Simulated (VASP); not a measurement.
Write the native input for VASP 6.6.1 that does the following.

```yaml
Task: single point
Functional: PBE
Potentials_or_basis: VASP PAW PBE potentials, release 64 (Se)
Cutoff: 520 eV
k_mesh: 6 × 4 × 6
Occupations: gaussian, width 0.1 eV
Spin: no spin polarisation
Dipole_correction: no
Further_INCAR_settings: ALGO = Normal; EDIFF = 1e-07; NBANDS = 13
```

The structure of Se lies in POSCAR:

```
Se
1.0
    3.6169444998     -0.4121386295      0.4469226879
   -1.3718659845      5.6071250309      0.9741202632
    1.6246700072      2.4629199017      3.7847745880
Se
2
Direct
    0.4675153059      0.0596610842      0.9690644474
    0.2752275461      0.5158503350      0.6829734023
```

One way to write it, as run:

INCAR

```
SYSTEM = Se
  PREC = Accurate
  ENCUT = 520
  EDIFF = 1E-7
  ISMEAR = 0
  SIGMA = 0.1
  LREAL = .False.
  LASPH = .True.
  NELM = 100
  ALGO = Normal
  ISIF = 2
  LWAVE = .False.
  LCHARG = .True.
  GGA = PE
  LELF = .True.
  LVHAR = .True.
  NBANDS = 13
```

KPOINTS

```
Automatic mesh
0
Gamma
  6 4 6
  0 0 0
```

Potentials or basis: VASP PAW PBE potentials, release 64 (Se).

Launch:

```bash
$ cat potpaw_PBE.64/Se/POTCAR > POTCAR
$ mpirun -np 1 vasp_std > vasp.out
```

Results of the run:

```json
{
  "Pressure": "0.2 GPa",
  "Largest force": "0.031 eV/Å",
  "Band gap on the k mesh": "zero (band 6 reaches 2.35 eV, above the bottom of band 7 at 2.18 eV)"
}
```

Caveat: the k points lie up to 0.43 Å⁻¹ apart.

It took 38 s on 1 thread of AMD EPYC 9R45 96-Core Processor (Zen 5) (shared host), peak memory 0.19 GiB.
